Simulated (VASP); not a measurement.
Runs of VASP 6.6.1 on LiH. The structure is that of space group F-43m (No. 216), or close to it. The cells are those of the table. 

```tsv
level	cell	smearing	gap on the mesh (eV)	largest force (eV/Å)
PBE	a = 3.052 Å, angles 61.7°, 2 atoms	fermi-dirac 0.02 eV	4.11	-
r2SCAN	a = 3.052 Å, angles 61.7°, 2 atoms	gaussian 0.01 eV	4.69	0.01
PBE	a = 3.024 Å, angles 60.2°, 2 atoms	fermi-dirac 0.02 eV	(a)	-
r2SCAN	a = 3.024 Å, angles 60.2°, 2 atoms	gaussian 0.01 eV	4.82	0.01
```

Alike in all rows: task single point; potentials or basis VASP PAW PBE potentials, release 64 (Li_sv, H); no spin polarisation; k mesh 10 × 10 × 10; cutoff (eV) 520.

Question: Estimate the missing entries.

Answer: (a) 4.24.

Caveats: the PAW data sets were made with another functional, which shifts forces and pressure a little (some runs).

A k mesh can miss the band edges.
